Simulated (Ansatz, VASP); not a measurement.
# PtS2: VASP beside Ansatz

The input INCAR:

```
ALGO     = Normal         # electronic algorithm
EDIFF    = 1E-7           # SCF threshold, eV
ENCUT    = 520            # plane-wave cutoff, eV
ISIF     = 2              # what is computed and relaxed
ISMEAR   = 0              # smearing method
LASPH    = True           # aspherical terms in the spheres
LCHARG   = False          # write CHGCAR
LREAL    = False          # projectors in reciprocal space
LWAVE    = False          # write WAVECAR
NBANDS   = 18             # bands
NELM     = 80             # most SCF steps
PREC     = Accurate       # precision mode
SIGMA    = 0.01           # smearing width, eV
```

Contents of KPOINTS:

```
k-points
0
Gamma
  8 8 8
```

The input POSCAR:

```
PtS2
1.0
    1.7644429032      1.0187015851      5.5230462059
   -1.7644429032      1.0187015851      5.5230462059
    0.0000000000     -2.0374031703      5.5230462059
Pt S
1 2
Direct
    0.0000000000      0.0000000000      0.0000000000
    0.2583047869      0.2583047869      0.2583047869
    0.7416952131      0.7416952131      0.7416952131
```

Input for Ansatz:

```yaml
crystal:
  lattice:
    - [1.7644429032, 1.0187015851, 5.5230462059]
    - [-1.7644429032, 1.0187015851, 5.5230462059]
    - [0.0, -2.0374031703, 5.5230462059]
  atoms:
    - { symbol: Pt, position: [0.0, 0.0, 0.0] }
    - { symbol: S, position: [0.2583047869, 0.2583047869, 0.2583047869] }
    - { symbol: S, position: [0.7416952131, 0.7416952131, 0.7416952131] }
kpoints:
  mp_grid: { grid: [8, 8, 8] }
hamiltonian:
  xc: lda
scf:
  occupations: { method: fixed }
output:
  optics: { e_range: [0, 12], de: 0.05, sigma: 0.1, bands: auto }
```

Alike in both runs: task single point; functional LDA; k mesh 8 × 8 × 8; no spin polarisation.

|  | VASP | Ansatz |
| --- | --- | --- |
| version | VASP 6.6.1 | Ansatz 0.2.0 |
| potentials or method | VASP PAW LDA potentials, release 64 (Pt, S) | plane waves, PAW |
| plane-wave cutoff (eV) | 520 | 420 |
| occupations | gaussian, width 0.01 eV | fixed |
| valence electrons in the cell | 22 | 30 |

```tsv
	VASP	Ansatz	Ansatz less VASP
gap on the k mesh at the Fermi level (eV)	0.93	0.93	0.000
```

LDA's correlation is that of Perdew and Zunger in VASP and of Perdew and Wang (1992) in Ansatz. VASP's potentials hold 22 valence electrons a cell and Ansatz's 30, so a difference there can come from the potentials and not from the codes.

Neither program's run includes spin-orbit coupling.
